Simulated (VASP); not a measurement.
# HC8 in VASP: further runs, part 2 of 2

VASP 6.6.1. The steps go on from the part before.

## Step 4: Relaxation of the atoms, PBE+D3(BJ)

File INCAR:

```
SYSTEM = HC8
ALGO = Normal ; DIPOL = 0.5 0.5 0.514
EDIFF = 1E-7 ; EDIFFG = -0.03
ENCUT = 520 ; GGA = PE
GGA_COMPAT = .FALSE. ; IBRION = 2
IDIPOL = 3 ; ISIF = 2
ISMEAR = 0 ; IVDW = 12
LASPH = .TRUE. ; LCHARG = .FALSE.
LDIPOL = .TRUE. ; LREAL = .FALSE.
LWAVE = .FALSE. ; NELM = 120
NELMDL = -8 ; NELMIN = 4
NSW = 90 ; PREC = Accurate
SIGMA = 0.1
```

File KPOINTS:

```
k-points
0
G
  12 12 1
  0 0 0
```

File POSCAR:

```
HC8
1.0
    2.4652678656      0.0000000000      0.0000000000
   -1.2326339328      2.1349845987      0.0000000000
    0.0000000000      0.0000000000     46.3276891475
C H
8 1
Selective dynamics
Direct
    0.0000000000      0.0000000000      0.1834861472  F F F
    0.3333333333      0.6666666667      0.1834755878  F F F
    0.0000000000      0.0000000000      0.2569717592  F F F
    0.6666666667      0.3333333333      0.2569823185  F F F
    0.3333333333      0.6666666667      0.6998469550  T T T
    0.0000000000      0.0000000000      0.6998575143  T T T
    0.0000000000      0.0000000000      0.7733431263  T T T
    0.6666666667      0.3333333333      0.7733536856  T T T
    0.6666666667      0.3333333333      0.7966658780  T T T
```

Potentials or basis: VASP PAW PBE potentials, release 64 (C, H).

On the command line:

```
$ cat potpaw_PBE.64/C/POTCAR potpaw_PBE.64/H/POTCAR > POTCAR
$ mpirun -np 1 vasp_std > vasp.out
```

OUTCAR:

```text
SYSTEM = HC8
   EDIFF = 1E-7
   EDIFFG = -0.03
   ENCUT = 520
   GGA = PE
   IBRION = 2
   ISIF = 2
   ISMEAR = 0
   IVDW = 12
   LASPH = .TRUE.
   LREAL = .FALSE.
   NELM = 120
   NELMDL = -8
   NELMIN = 4
   NSW = 90
   PREC = Accurate
 IVDW          = 12

 ion  position               nearest neighbor table
   1  0.000  0.000  0.183-   2 1.42   2 1.42   2 1.42
   2  0.333  0.667  0.183-   1 1.42   1 1.42   1 1.42
   3  0.000  0.000  0.257-   4 1.42   4 1.42   4 1.42
   4  0.667  0.333  0.257-   3 1.42   3 1.42   3 1.42
   5  0.333  0.667  0.700-   6 1.42   6 1.42   6 1.42
   6  0.000  0.000  0.700-   5 1.42   5 1.42   5 1.42
   7  0.000  0.000  0.773-   8 1.42   8 1.42   8 1.42
   8  0.667  0.333  0.773-   9 1.08   7 1.42   7 1.42   7 1.42
   9  0.667  0.333  0.797-   8 1.08

  LATTYP: Found a hexagonal cell.
 ALAT       =     2.4652678656
 C/A-ratio  =    18.7921522825

  Lattice vectors:

 A1 = (   2.4652678656,   0.0000000000,   0.0000000000)
 A2 = (  -1.2326339328,   2.1349845987,   0.0000000000)
 A3 = (   0.0000000000,   0.0000000000,  46.3276891475)

Analysis of symmetry for initial positions (statically):
=====================================================================
 Subroutine PRICEL returns:
 Original cell was already a primitive cell.

 Routine SETGRP: Setting up the symmetry group for a
 hexagonal supercell.

 Subroutine GETGRP returns: Found  6 space group operations
 (whereof  6 operations were pure point group operations)
 out of a pool of 24 trial point group operations.

The static configuration has the point symmetry C_3v.

Analysis of symmetry for dynamics (positions and initial velocities):
=====================================================================
 Subroutine PRICEL returns:
 Original cell was already a primitive cell.

 Routine SETGRP: Setting up the symmetry group for a
 hexagonal supercell.

 Subroutine GETGRP returns: Found  6 space group operations
 (whereof  6 operations were pure point group operations)
 out of a pool of 24 trial point group operations.

[... 160 lines left out ...]

--------------------------------------- Ionic step        1  -------------------------------------------

 number of electron      32.9999990 magnetization

 Free energy of the ion-electron system (eV)
  ---------------------------------------------------
  ext. energy  EPLUGINS =         0.00000000
  ---------------------------------------------------
  free energy    TOTEN  =       -74.63955394 eV

  energy without entropy =      -74.63272720  energy(sigma->0) =      -74.63614057

------------------------ aborting loop because EDIFF is reached ----------------------------------------

 Edisp (eV)   -0.99380

 E8    (eV) :    -0.2919
[... 126 lines left out ...]
  FREE ENERGIE OF THE ION-ELECTRON SYSTEM (eV)
  ---------------------------------------------------
  free  energy   TOTEN  =       -76.1504330804 eV

  energy  without entropy=      -76.1367914727  energy(sigma->0) =      -76.14361228

 dipolmoment           0.000000      0.000000      0.000213 electrons x Angstroem

 vacuum level on the upper side and lower side of the slab       (xc-potential included)        -0.145        -0.068

[... ionic steps 4 to 7 ...]

--------------------------------------- Ionic step        8  -------------------------------------------

 number of electron      32.9999988 magnetization

------------------------ aborting loop because EDIFF is reached ----------------------------------------
[... 89 lines left out ...]
--------------------------------------- Ionic step       10  -------------------------------------------

 number of electron      32.9999988 magnetization

 dipolmoment           0.000000      0.000000     -0.010749 electrons x Angstroem

 Free energy of the ion-electron system (eV)
  ---------------------------------------------------
  ext. energy  EPLUGINS =         0.00000000
  ---------------------------------------------------
  free energy    TOTEN  =       -75.20326455 eV

  energy without entropy =      -75.19601185  energy(sigma->0) =      -75.19963820

 E-fermi :  -1.4768     XC(G=0):  -3.5489

 val. band max:       -1.4769783926   @ k =   0.3333   0.3333   0.0000
 cond. band min:      -1.4767812291   @ k =   0.3333   0.3333   0.0000
 fundamental gap:      0.0001971635
 Fermi energy:        -1.4767872124

 k-point     1 :       0.0000    0.0000    0.0000
  band No.  band energies     occupation
      1     -21.7580      2.00000
      2     -21.0593      2.00000
      3     -21.0295      2.00000
      4     -20.9252      2.00000
      5     -11.9058      2.00000
      6      -9.5300      2.00000
[... 445 lines left out ...]
     20      -1.1591      0.00001
     21       6.3828      0.00000

------------------------ aborting loop because EDIFF is reached ----------------------------------------

 vacuum level on the upper side and lower side of the slab       (xc-potential included)        -0.192         0.172

 Edisp (eV)   -1.00446

 E8    (eV) :    -0.2956

  FORCE on cell =-STRESS in cart. coord.  units (eV):
  Direction    XX          YY          ZZ          XY          YZ          ZX
  --------------------------------------------------------------------------------------
  -------------------------------------------------------------------------------------
  Total       3.06838     3.06838    -0.17706     0.00000     0.00000     0.00000
  in kB      20.16136    20.16136    -1.16342     0.00000     0.00000     0.00000
  external pressure =       13.05 kB  Pullay stress =        0.00 kB
[... 24 lines left out ...]
  FREE ENERGIE OF THE ION-ELECTRON SYSTEM (eV)
  ---------------------------------------------------
  free  energy   TOTEN  =       -76.2077273399 eV

  energy  without entropy=      -76.2004746401  energy(sigma->0) =      -76.20410099

 reached required accuracy - stopping structural energy minimisation

 vacuum level on the upper side and lower side of the slab         2.419         2.790
```

OSZICAR:

```text
N       E                     dE             d eps       ncg     rms          rms(c)
DAV:   1     0.282825877536E+03    0.28283E+03   -0.13475E+04   854   0.121E+03
DAV:   2    -0.417857533305E+02   -0.32461E+03   -0.30437E+03  1192   0.280E+02
DAV:   3    -0.792470936675E+02   -0.37461E+02   -0.36562E+02   942   0.108E+02
DAV:   4    -0.803145314779E+02   -0.10674E+01   -0.10643E+01   982   0.224E+01
[... 267 lines left out ...]
DAV:   5    -0.752032864892E+02   -0.21580E-04   -0.66277E-06   908   0.166E-02    0.188E-02
DAV:   6    -0.752032776094E+02    0.88798E-05   -0.42717E-06   863   0.162E-02    0.146E-02
DAV:   7    -0.752032699698E+02    0.76396E-05   -0.29982E-06   848   0.130E-02    0.944E-03
DAV:   8    -0.752032646138E+02    0.53560E-05   -0.13409E-07   573   0.512E-03    0.221E-03
DAV:   9    -0.752032645486E+02    0.65185E-07   -0.50981E-08   594   0.184E-03
  10 F= -.76207727E+02 E0= -.76204101E+02  d E =-.549628E-03
```

Wall time 18 min (1 thread of Intel Xeon 6975P-C (Granite Rapids), shared host); peak memory 0.39 GiB.

What came out:

```
Free energy                : -76.2077 eV
Energy gained by relaxing  : 63.8 meV/atom
Ionic steps                : 10
Band gap on the k mesh     : zero (an odd number of electrons rules out a gap without spin polarisation)
Dispersion energy per atom : -0.112 eV
```

The path:
| step | energy change (eV) | largest force on free atoms (eV/Å) | pressure (GPa) |
| --- | --- | --- | --- |
| 1 | 0.0000 | 3.0170 | 2.79 |
| 2 | -0.4920 | 1.4604 | 1.48 |
| 3 | -0.5171 | 1.1089 | 0.90 |
| 4 | -0.5212 | 1.2697 | 1.04 |
| 5 | -0.5423 | 0.9695 | 0.98 |
| 6 | -0.5613 | 0.5088 | 1.01 |
| 7 | -0.5733 | 0.1513 | 1.24 |
| 8 | -0.5738 | 0.1537 | 1.29 |
| 9 | -0.5742 | 0.0808 | 1.31 |
| 10 | -0.5744 | 0.0159 | 1.31 |

Final structure:
```yaml
crystal:
  lattice:
    - [2.46527, 0.00000, 0.00000]
    - [-1.23263, 2.13498, 0.00000]
    - [0.00000, 0.00000, 46.32769]
  atoms:
    - { symbol: C, position: [0.00000, 0.00000, 0.18349] }
    - { symbol: C, position: [0.33333, 0.66667, 0.18348] }
    - { symbol: C, position: [0.00000, 0.00000, 0.25697] }
    - { symbol: C, position: [0.66667, 0.33333, 0.25698] }
    - { symbol: C, position: [0.33333, 0.66667, 0.69985] }
    - { symbol: C, position: [0.00000, 0.00000, 0.69994] }
    - { symbol: C, position: [0.00000, 0.00000, 0.76884] }
    - { symbol: C, position: [0.66667, 0.33333, 0.77451] }
    - { symbol: H, position: [0.66667, 0.33333, 0.79992] }
```

## Step 5: Relaxation of the atoms, PBE+D3(BJ)

File INCAR:

```
SYSTEM = HC8
ALGO = Normal
DIPOL = 0.5 0.5 0.509
EDIFF = 1E-7
EDIFFG = -0.03
ENCUT = 520
GGA = PE
GGA_COMPAT = .FALSE.
IBRION = 2
IDIPOL = 3
ISIF = 2
ISMEAR = 0
IVDW = 12
LASPH = .TRUE.
LCHARG = .FALSE.
LDIPOL = .TRUE.
LREAL = .FALSE.
LWAVE = .FALSE.
NELM = 120
NELMDL = -8
NELMIN = 4
NSW = 90
PREC = Accurate
SIGMA = 0.1
```

KPOINTS is that of step 4.

Edit POSCAR of step 4 so:

```diff
@@ -17,2 +17,2 @@
     0.6666666667      0.3333333333      0.7733536856  T T T
-    0.6666666667      0.3333333333      0.7966658780  T T T
+    0.3333333333      0.6666666667      0.7526317369  T T T
```

On the command line:

```
$ cat potpaw_PBE.64/C/POTCAR potpaw_PBE.64/H/POTCAR > POTCAR
$ mpirun -np 1 vasp_std > vasp.out
```

It took 73 min on 1 thread of Intel Xeon 6975P-C (Granite Rapids), shared host; peak memory 0.4 GiB.

The run converged. Its results:

```yaml
Free_energy: -76.1860 eV
Band_gap_on_the_k_mesh: zero (an odd number of electrons rules out a gap without spin polarisation)
Dispersion_energy_per_atom: -0.110 eV
```

Final structure:
```
CELL_PARAMETERS angstrom
2.46527 0.00000 0.00000
-1.23263 2.13498 0.00000
0.00000 0.00000 46.32769
ATOMIC_POSITIONS crystal
C 0.00000 0.00000 0.18349
C 0.33333 0.66667 0.18348
C 0.00000 0.00000 0.25697
C 0.66667 0.33333 0.25698
C 0.33333 0.66667 0.70304
C 0.00000 0.00000 0.69750
C 0.00000 0.00000 0.78509
C 0.66667 0.33333 0.78508
H 0.33333 0.66667 0.72833
```

Levels at points of the mesh, in eV from the Fermi level:
```csv
k point,band 15,band 16,band 17,band 18,band 19,band 20
"(0.00, 0.00, 0.00)",-2.93,-2.93,-0.64,3.33,3.44,3.81
"(0.50, 0.00, 0.00)",-2.53,-2.21,-0.56,1.27,1.55,1.88
```

## Step 6: The runs side by side

```csv
task,cell,atoms held fixed (from 0),gap on the mesh (eV),largest force (eV/Å)
single point,"as given, atomic positions A",-,none,0.02
single point,"as given, atomic positions B",-,none,0.04
relaxation of the atoms,"atoms relaxed, atomic positions C","[0, 1, 2, 3]",none,-
relaxation of the atoms,"atoms relaxed, atomic positions D","[0, 1, 2, 3]",none,-
```

Alike in all rows: level PBE+D3(BJ); potentials or basis VASP PAW PBE potentials, release 64 (C, H); no spin polarisation; k mesh 12 × 12 × 1; cutoff (eV) 520; smearing gaussian 0.1 eV.

Absolute energies hang on the potentials; compare differences alone.
